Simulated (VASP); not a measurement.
# Rh (P6/mmm) in VASP: further runs

The runs below take Rh through single point, with revPBE.

Program: VASP 6.6.1. These are calculated values, not measurements. Logs are shortened: lines on timing, memory, paths and dates and some standing lists are left out, and cuts for length are marked.

## (1) The cell of the first run

Symmetry: P6/mmm, No. 191, hexagonal system. Conventional cell: a = 4.358 Å, b = 4.358 Å, c = 2.675 Å, α = 90.00°, β = 90.00°, γ = 120.00°. Within 3.5 Å of Rh (site symmetry 6/mmm) lie 14 Rh at 2.68 to 2.85 Å. Within 3.3 Å of Rh (site symmetry -6m2) lie 11 Rh at 2.52 to 2.85 Å.

This isn't the form of Rh at room conditions, which is fcc.

## (2) Single point, revPBE

The input, INCAR:

```
SYSTEM = Rh
ALGO = Normal
EDIFF = 1E-6
ENCUT = 520
GGA = RE
ISIF = 2
ISMEAR = -1
LASPH = .True.
LCHARG = .False.
LREAL = .False.
LWAVE = .False.
NBANDS = 30
NELM = 60
PREC = Accurate
SIGMA = 0.1
```

The input, KPOINTS:

```
k-points
0
Gamma
  9 9 12
  0 0 0
```

The input, POSCAR:

```
Rh
1.0
    4.3581945430      0.0000000000      0.0000000000
   -2.1790972715      3.7743071889      0.0000000000
    0.0000000000      0.0000000000      2.6753930997
Rh
3
Direct
    1.0000000000      0.0000000000      0.0000000000
    0.3333333333      0.6666666667      0.5000000000
    0.6666666667      0.3333333333      0.5000000000
```

Potentials or basis: VASP PAW PBE potentials, release 64 (Rh_pv).

The run is started by

```
$ cat potpaw_PBE.64/Rh_pv/POTCAR > POTCAR
$ mpirun -np 1 vasp_std > vasp.out
```

OUTCAR:

```text
SYSTEM = Rh
   EDIFF = 1E-6
   ENCUT = 520
   GGA = RE
   ISIF = 2
   ISMEAR = -1
   LASPH = .True.
   LREAL = .False.
   NELM = 60
   PREC = Accurate

 ion  position               nearest neighbor table
   1  0.000  0.000  0.000-   2 2.85   3 2.85   2 2.85   3 2.85   3 2.85   3 2.85   2 2.85   2 2.85
                             3 2.85   3 2.85   2 2.85   2 2.85
   2  0.333  0.667  0.500-   3 2.52   3 2.52   3 2.52   1 2.85   1 2.85   1 2.85   1 2.85   1 2.85
                             1 2.85
   3  0.667  0.333  0.500-   2 2.52   2 2.52   2 2.52   1 2.85   1 2.85   1 2.85   1 2.85   1 2.85
                             1 2.85

  LATTYP: Found a hexagonal cell.
 ALAT       =     4.3581945430
 C/A-ratio  =     0.6138764741

  Lattice vectors:

 A1 = (   4.3581945430,   0.0000000000,   0.0000000000)
 A2 = (  -2.1790972715,   3.7743071889,   0.0000000000)
 A3 = (   0.0000000000,   0.0000000000,   2.6753930997)

Analysis of symmetry for initial positions (statically):
=====================================================================
 Subroutine PRICEL returns:
 Original cell was already a primitive cell.

 Routine SETGRP: Setting up the symmetry group for a
 hexagonal supercell.

 Subroutine GETGRP returns: Found 24 space group operations
 (whereof 24 operations were pure point group operations)
 out of a pool of 24 trial point group operations.

The static configuration has the point symmetry D_6h.

Analysis of symmetry for dynamics (positions and initial velocities):
=====================================================================
 Subroutine PRICEL returns:
 Original cell was already a primitive cell.

 Routine SETGRP: Setting up the symmetry group for a
 hexagonal supercell.

 Subroutine GETGRP returns: Found 24 space group operations
 (whereof 24 operations were pure point group operations)
 out of a pool of 24 trial point group operations.

The dynamic configuration has the point symmetry D_6h.

 Subroutine INISYM returns: Found 24 space group operations
 (whereof 24 operations are pure point group operations),
 and found     1 'primitive' translations

----------------------------------------------------------------------------------------

                                     Primitive cell

  volume of cell :      44.0080

  direct lattice vectors                    reciprocal lattice vectors
     4.358194543  0.000000000  0.000000000     0.229452814  0.132474644  0.000000000
    -2.179097271  3.774307189  0.000000000     0.000000000  0.264949287  0.000000000
     0.000000000  0.000000000  2.675393100     0.000000000  0.000000000  0.373776848

  length of vectors
     4.358194543  4.358194543  2.675393100     0.264949287  0.264949287  0.373776848

  position of ions in fractional coordinates (direct lattice)
     0.000000000  0.000000000  0.000000000
     0.333333333  0.666666667  0.500000000
     0.666666667  0.333333333  0.500000000

  ion indices of the primitive-cell ions
   primitive index   ion index
                 1           1
                 2           2
                 3           3

----------------------------------------------------------------------------------------

 KPOINTS: k-points

Automatic generation of k-mesh.
 Grid dimensions read from file:
 generate k-points for:    9    9   12

 Generating k-lattice:

  Cartesian coordinates                     Fractional coordinates (reciprocal lattice)
     0.025494757  0.014719405  0.000000000     0.111111111  0.000000000  0.000000000
     0.000000000  0.029438810  0.000000000     0.000000000  0.111111111  0.000000000
     0.000000000  0.000000000  0.031148071     0.000000000  0.000000000  0.083333333

  Length of vectors
     0.029438810  0.029438810  0.031148071

  Shift w.r.t. Gamma in fractional coordinates (k-lattice)
     0.000000000  0.000000000  0.000000000

 Subroutine IBZKPT returns following result:
 ===========================================

 Found     84 irreducible k-points:

 Following reciprocal coordinates:
            Coordinates               Weight
  0.000000  0.000000  0.000000      1.000000
  0.111111 -0.000000  0.000000      6.000000
  0.222222 -0.000000  0.000000      6.000000
  0.333333 -0.000000  0.000000      6.000000
  0.444444 -0.000000  0.000000      6.000000
  0.111111  0.111111  0.000000      6.000000
[... 16 lines left out ...]
  0.333333  0.222222  0.083333     24.000000
  0.333333  0.333333  0.083333      4.000000
 [... further k-points ...]
   k-points           NKPTS =     84   k-points in BZ     NKDIM =     84   number of bands    NBANDS=     30
   number of dos      NEDOS =    301   number of ions     NIONS =      3
   total plane-waves  NPLWV =  20480
   dimension x,y,z NGX =    32 NGY =   32 NGZ =   20
   dimension x,y,z NGXF=    64 NGYF=   64 NGZF=   40
   ions per type =               3
   NGX,Y,Z   is equivalent  to a cutoff of  12.21, 12.21, 12.43 a.u.
   NGXF,Y,Z  is equivalent  to a cutoff of  24.41, 24.41, 24.86 a.u.
 SYSTEM =  Rh
   PREC   = accura    normal or accurate (medium, high low for compatibility)
   ISTART =      0    job   : 0-new  1-cont  2-samecut
   ICHARG =      2    charge: 1-file 2-atom 10-const
   ISPIN  =      1    spin polarized calculation?
   LNONCOLLINEAR =      F non collinear calculations
   LSORBIT =      F    spin-orbit coupling
   LASPH  =      T    aspherical Exc in radial PAW
   ENCUT  =  520.0 eV  38.22 Ry    6.18 a.u.   8.10  8.10  4.97*2*pi/ulx,y,z
   NELM   =     60;   NELMIN=  2; NELMDL= -5     # of ELM steps
   EDIFF  = 0.1E-05   stopping-criterion for ELM
   LREAL  =      F    real-space projection
   EDIFFG = 0.1E-04   stopping-criterion for IOM
   NSW    =      0    number of steps for IOM
   IBRION =     -1    ionic relax: 0-MD 1-quasi-New 2-CG
   NFREE  =      0    steps in history (QN), initial steepest desc. (CG)
   ISIF   =      2    stress and relaxation
   ISYM   =      2    0-nonsym 1-usesym 2-fastsym
   POTIM  = 0.5000    time-step for ionic-motion
   TEBEG  =    0.0;   TEEND  =   0.0 temperature during run
   PSTRESS=    0.0 pullay stress
   NELECT =      45.0000    total number of electrons
   NUPDOWN=      -1.0000    fix difference up-down
   EMIN   =  10.00;   EMAX   =-10.00  energy-range for DOS
   EFERMI =   0.00;   METHOD = LEGACY
   ISMEAR =    -1;   SIGMA  =   0.10  broadening in eV -4-tet -1-fermi 0-gaus
   EFERMI_NEDOS =   21; number of points for ismear=-14 and -15
   IALGO  =     38    algorithm
   IMIX   =      4    mixing-type and parameters
     AMIX     =   0.40;   BMIX     =  1.00
     AMIX_MAG =   1.60;   BMIX_MAG =  1.00
  volume/ion in A,a.u.               =      14.67        98.99
  Fermi-wavevector in a.u.,A,eV,Ry     =   1.649308  3.116741 37.010812  2.720218
  Thomas-Fermi vector in A             =   2.738450
   LORBIT       =      0    0 simple, 1 ext, 2 COOP (PROOUT), +10 PAW based schemes
   GGA     = RE    functional components
   LHFCALC =     F    Hartree Fock is set to
   AEXX    =    0.0000 exact exchange contribution
   IVDW    =     0    specifies the selected vdW correction
   LEPSILON=     F    determine dielectric tensor
   LRPA    =     F    only Hartree local field effects (RPA)
 non-spin polarized calculation
  energy-cutoff  :      520.00
  volume of cell :       44.01
 maximum number of plane-waves:      1222
   NGX = 17   NGY = 17   NGZ =  9

 number of electron      44.9999997 magnetization

 Free energy of the ion-electron system (eV)
  ---------------------------------------------------
  ext. energy  EPLUGINS =         0.00000000
  ---------------------------------------------------
  free energy    TOTEN  =       -19.69404330 eV

  energy without entropy =      -19.49362446  energy(sigma->0) =      -19.59383388

 E-fermi :  10.8535     XC(G=0): -13.5244

 val. band max:       10.8464198439   @ k =   0.3333   0.2222   0.3333
 cond. band min:      10.8545962166   @ k =   0.2222  -0.0000   0.0833
 fundamental gap:      0.0081763727
 Fermi energy:        10.8534612464

 k-point     1 :       0.0000    0.0000    0.0000
  band No.  band energies     occupation
      1     -36.0375      2.00000
      2     -36.0375      2.00000
      3     -35.6856      2.00000
      4     -35.6856      2.00000
      5     -35.4865      2.00000
      6     -35.3860      2.00000
[... 22 lines left out ...]
     29      19.0431      0.00000
     30      19.7421      0.00000

 k-point     2 :       0.1111   -0.0000    0.0000
  band No.  band energies     occupation
      1     -36.0503      2.00000
      2     -36.0343      2.00000
      3     -35.6675      2.00000
      4     -35.6667      2.00000
      5     -35.4821      2.00000
      6     -35.4088      2.00000
[... 22 lines left out ...]
     29      20.5796      0.00000
     30      20.8204      0.00000

 k-point     3 :       0.2222   -0.0000    0.0000
  band No.  band energies     occupation
      1     -36.0790      2.00000
      2     -36.0171      2.00000
      3     -35.6286      2.00000
      4     -35.6233      2.00000
      5     -35.4701      2.00000
      6     -35.4660      2.00000
[... 22 lines left out ...]
     29      21.8054      0.00000
     30      22.5947      0.00000

 k-point     4 :       0.3333   -0.0000    0.0000
  band No.  band energies     occupation
      1     -36.1068      2.00000
      2     -35.9767      2.00000
      3     -35.6324      2.00000
      4     -35.5695      2.00000
      5     -35.5045      2.00000
      6     -35.4542      2.00000
[... 22 lines left out ...]
     29      23.5497      0.00000
     30      24.2377      0.00000

 k-point     5 :       0.4444   -0.0000    0.0000
  band No.  band energies     occupation
      1     -36.1232      2.00000
      2     -35.9262      2.00000
      3     -35.6936      2.00000
      4     -35.5196      2.00000
      5     -35.4950      2.00000
      6     -35.4637      2.00000
[... 22 lines left out ...]
     29      25.3902      0.00000
     30      25.6383      0.00000
[... 526 lines left out ...]
     29      25.3111      0.00000
     30      26.0712      0.00000

 k-point    22 :       0.2222    0.2222    0.0833
  band No.  band energies     occupation
      1     -36.0949      2.00000
      2     -35.9611      2.00000
      3     -35.6809      2.00000
      4     -35.5367      2.00000
      5     -35.5076      2.00000
      6     -35.4684      2.00000
[... 22 lines left out ...]
     29      21.9510      0.00000
     30      25.9849      0.00000

 k-point    23 :       0.3333    0.2222    0.0833
  band No.  band energies     occupation
      1     -36.0993      2.00000
      2     -35.9083      2.00000
      3     -35.7611      2.00000
      4     -35.5012      2.00000
      5     -35.4886      2.00000
      6     -35.4628      2.00000
[... 22 lines left out ...]
     29      23.7113      0.00000
     30      25.6456      0.00000

 k-point    24 :       0.3333    0.3333    0.0833
  band No.  band energies     occupation
      1     -36.0951      2.00000
      2     -35.8445      2.00000
      3     -35.8445      2.00000
      4     -35.4839      2.00000
      5     -35.4758      2.00000
      6     -35.4758      2.00000
[... 22 lines left out ...]
     29      23.9365      0.00000
     30      23.9365      0.00000

 [... further k-points ...]
[... 5 lines left out ...]
  --------------------------------------------------------------------------------------
  -------------------------------------------------------------------------------------
  Total        0.0252575      0.0252575     -0.0011495      0.0000000      0.0000000      0.0000000
  in kB        0.9195372      0.9195372     -0.0418478      0.0000000      0.0000000      0.0000000
  external PRESSURE =       0.5990755 kB  Pullay stress =       0.0000000 kB

 VOLUME and BASIS-vectors are now :
 -----------------------------------------------------------------------------
  energy-cutoff  :      520.00
  volume of cell :       44.01
      direct lattice vectors                 reciprocal lattice vectors
     4.358194543  0.000000000  0.000000000     0.229452814  0.132474644  0.000000000
    -2.179097271  3.774307189  0.000000000     0.000000000  0.264949287  0.000000000
     0.000000000  0.000000000  2.675393100     0.000000000  0.000000000  0.373776848

 POSITION                                       TOTAL-FORCE (eV/Angst)
 -----------------------------------------------------------------------------------
      0.00000      0.00000      0.00000         0.000000      0.000000      0.000000
     -0.00000      2.51620      1.33770         0.000000      0.000000      0.000000
      2.17910      1.25810      1.33770        -0.000000      0.000000      0.000000
 -----------------------------------------------------------------------------------
    total drift:                               -0.000000      0.000000      0.000000

  FREE ENERGIE OF THE ION-ELECTRON SYSTEM (eV)
  ---------------------------------------------------
  free  energy   TOTEN  =       -19.6940432963 eV

  energy  without entropy=      -19.4936244578  energy(sigma->0) =      -19.59383388
```

It took 1.8 min on 1 thread of Intel Xeon 8259CL, shared host; peak memory 0.21 GiB.

What came out:

| Property | Result |
| --- | --- |
| Free energy | -19.6940 eV |
| Pressure | 0.1 GPa |
| Band gap on the k mesh | zero (an odd number of electrons rules out a gap without spin polarisation) |

Caveat: the PAW data sets were made with another functional, which shifts forces and pressure a little.

## (3) Single point, revPBE (12.91 Å³/atom)

This run uses another cell than the first one, of 12.91 Å³/atom.

The input, INCAR:

```
PREC = Accurate
ENCUT = 520
EDIFF = 1E-6
ISMEAR = -1
SIGMA = 0.1
LREAL = False
LASPH = True
NELM = 100
ALGO = Normal
ISIF = 2
LWAVE = False
LCHARG = True
GGA = RE
LELF = True
LVHAR = True
NBANDS = 30
```

The input, KPOINTS:

```
Automatic mesh
0
Gamma
  10 10 13
```

The input, POSCAR:

```
Rh
1.0
    4.1763879749      0.0000000000      0.0000000000
   -2.0881939875      3.6168580823      0.0000000000
    0.0000000000      0.0000000000      2.5637863247
Rh
3
Direct
    1.0000000000      0.0000000000      0.0000000000
    0.3333333333      0.6666666667      0.5000000000
    0.6666666667      0.3333333333      0.5000000000
```

Potentials or basis: VASP PAW PBE potentials, release 64 (Rh_pv).

The run is started by

```
$ cat potpaw_PBE.64/Rh_pv/POTCAR > POTCAR
$ mpirun -np 1 vasp_std > vasp.out
```

Wall time 98 s (1 thread of Intel Xeon 8259CL, shared host); peak memory 0.21 GiB.

Results (log left out):

| Item | Value |
| --- | --- |
| Free energy | -19.1170 eV |
| Pressure | 40.0 GPa |
| Band gap on the k mesh | zero (an odd number of electrons rules out a gap without spin polarisation) |

Stress tensor (GPa, compression positive):
```
41.48  0.00  0.00
 0.00 41.48  0.00
 0.00  0.00 37.06
```

Levels at points of the mesh, in eV from the Fermi level:
```tsv
k point	band 19	band 20	band 21	band 22	band 23	band 24	band 25	band 26	band 27	band 28
(0.00, 0.00, 0.00)	-2.82	-1.90	-1.90	-1.82	-1.82	0.89	0.89	9.07	9.07	9.10
(0.50, 0.00, 0.00)	-1.64	-1.59	-0.26	0.09	0.11	0.15	0.46	0.96	1.12	10.04
```

Caveat: the cell stands under pressure; the PAW data sets were made with another functional, which shifts forces and pressure a little.

## (4) Single point, revPBE (13.50 Å³/atom)

This run uses another cell than the first one, of 13.50 Å³/atom.

The input, INCAR:

```
ALGO = Normal
EDIFF = 1E-6
ENCUT = 520
GGA = RE
ISIF = 2
ISMEAR = -1
LASPH = True
LCHARG = False
LREAL = False
LWAVE = False
NBANDS = 30
NELM = 60
PREC = Accurate
SIGMA = 0.1
```

The input, KPOINTS:

```
k-points
0
Gamma
  10 10 13
```

The input, POSCAR:

```
Rh
1.0
    4.2387313150      0.0000000000      0.0000000000
   -2.1193656575      3.6708489986      0.0000000000
    0.0000000000      0.0000000000      2.6020574345
Rh
3
Direct
    1.0000000000      0.0000000000      0.0000000000
    0.3333333333      0.6666666667      0.5000000000
    0.6666666667      0.3333333333      0.5000000000
```

The run is started by

```
$ cat potpaw_PBE.64/Rh_pv/POTCAR > POTCAR
$ mpirun -np 1 vasp_std > vasp.out
```

It took 1.9 min on 1 thread of Intel Xeon 8259CL, shared host; peak memory 0.21 GiB.

The run converged. Its results:

| Property | Result |
| --- | --- |
| Free energy | -19.4622 eV |
| Pressure | 23.3 GPa |
| Band gap on the k mesh | zero (an odd number of electrons rules out a gap without spin polarisation) |

Stress tensor (GPa, compression positive):
```
24.25  0.00  0.00
 0.00 24.25  0.00
 0.00  0.00 21.32
```

Levels at points of the mesh, in eV from the Fermi level:
| k point | band 19 | band 20 | band 21 | band 22 | band 23 | band 24 | band 25 | band 26 | band 27 | band 28 |
| --- | --- | --- | --- | --- | --- | --- | --- | --- | --- | --- |
| (0.00, 0.00, 0.00) | -2.62 | -1.76 | -1.76 | -1.69 | -1.69 | 0.82 | 0.82 | 8.75 | 8.75 | 8.76 |
| (0.50, 0.00, 0.00) | -1.52 | -1.48 | -0.25 | 0.08 | 0.11 | 0.14 | 0.44 | 0.89 | 1.14 | 9.54 |

Caveat: the cell stands under pressure; the PAW data sets were made with another functional, which shifts forces and pressure a little.

(Part 1 of 2 ends here.)
